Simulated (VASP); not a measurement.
## Si3C2: single point with PBE

The system is Si3C2.

```
CELL_PARAMETERS angstrom
1.47738 -2.55800 -0.00076
-4.42321 -2.55387 0.04658
0.05144 1.73357 -6.61043
ATOMIC_POSITIONS crystal
Si 0.57400 0.85146 0.14784
Si 0.07395 0.35148 0.14784
Si 0.24966 0.74981 0.50002
Si 0.74942 0.24984 0.49999
Si 0.92616 0.64860 0.85216
Si 0.42614 0.14860 0.85214
C 0.65526 0.54940 0.31042
C 0.15534 0.04944 0.31042
C 0.84499 0.95069 0.68958
C 0.34508 0.45069 0.68959
```

| Quantity | Value |
| --- | --- |
| Program | VASP 6.6.1 |
| Task | single point |
| Functional | PBE |
| Potentials or basis | VASP PAW PBE potentials, release 64 (Si, C) |
| Cutoff | 520 eV |
| k mesh | 8 × 4 × 8 |
| Occupations | gaussian, width 0.2 eV |
| Spin | no spin polarisation |

| Property | Result |
| --- | --- |
| Pressure | 0.1 GPa |
| Largest force | 0.011 eV/Å |
| Band gap on the k mesh | zero (bands 20 and 21 overlap by 2.57 eV) |

Forces in eV/Å, atoms in the order of the input:
```
Si   0.005  0.002 -0.009
Si   0.007  0.002 -0.008
Si  -0.002 -0.003  0.001
Si   0.002 -0.003  0.001
Si  -0.006 -0.002  0.007
Si  -0.005 -0.001  0.007
C   -0.004 -0.003  0.009
C   -0.002  0.000  0.010
C    0.004  0.004 -0.009
C    0.002  0.005 -0.008
```

Stress tensor (GPa, compression positive):
```
 0.17  0.08 -0.01
 0.08  0.15 -0.06
-0.01 -0.06  0.08
```

Levels at points of the mesh, in eV from the Fermi level:
| k point | band 16 | band 17 | band 18 | band 19 | band 20 | band 21 | band 22 | band 23 | band 24 | band 25 |
| --- | --- | --- | --- | --- | --- | --- | --- | --- | --- | --- |
| (0.00, 0.00, 0.00) | -1.88 | -1.86 | -1.62 | -1.56 | -0.21 | 0.85 | 3.45 | 3.48 | 4.06 | 4.46 |
| (0.50, 0.00, 0.00) | -4.84 | -4.20 | -4.20 | -2.14 | -2.14 | -0.15 | -0.15 | 1.78 | 1.78 | 3.64 |
| (0.00, 0.50, 0.00) | -3.58 | -2.66 | -2.66 | -0.33 | -0.33 | 1.81 | 1.81 | 2.76 | 2.76 | 3.75 |
| (0.50, 0.50, 0.00) | -3.72 | -3.53 | -3.26 | -2.83 | -1.98 | -0.20 | 0.15 | 0.92 | 1.35 | 2.11 |
| (0.00, 0.00, 0.50) | -1.94 | -1.73 | -1.53 | -1.46 | 0.15 | 1.38 | 2.17 | 2.22 | 2.96 | 3.83 |
| (0.50, 0.00, 0.50) | -4.85 | -4.20 | -4.20 | -2.14 | -2.14 | -0.16 | -0.16 | 1.78 | 1.79 | 3.64 |
| (0.00, 0.50, 0.50) | -2.48 | -2.33 | -2.33 | 0.49 | 0.49 | 1.18 | 1.18 | 3.32 | 3.32 | 3.50 |
| (0.50, 0.50, 0.50) | -3.72 | -3.54 | -3.26 | -2.84 | -1.98 | -0.20 | 0.15 | 0.91 | 1.35 | 2.12 |

It took 3 min on 1 thread of Intel(R) Xeon(R) 6975P-C (Granite Rapids), on a shared host, peak memory 0.41 GiB.
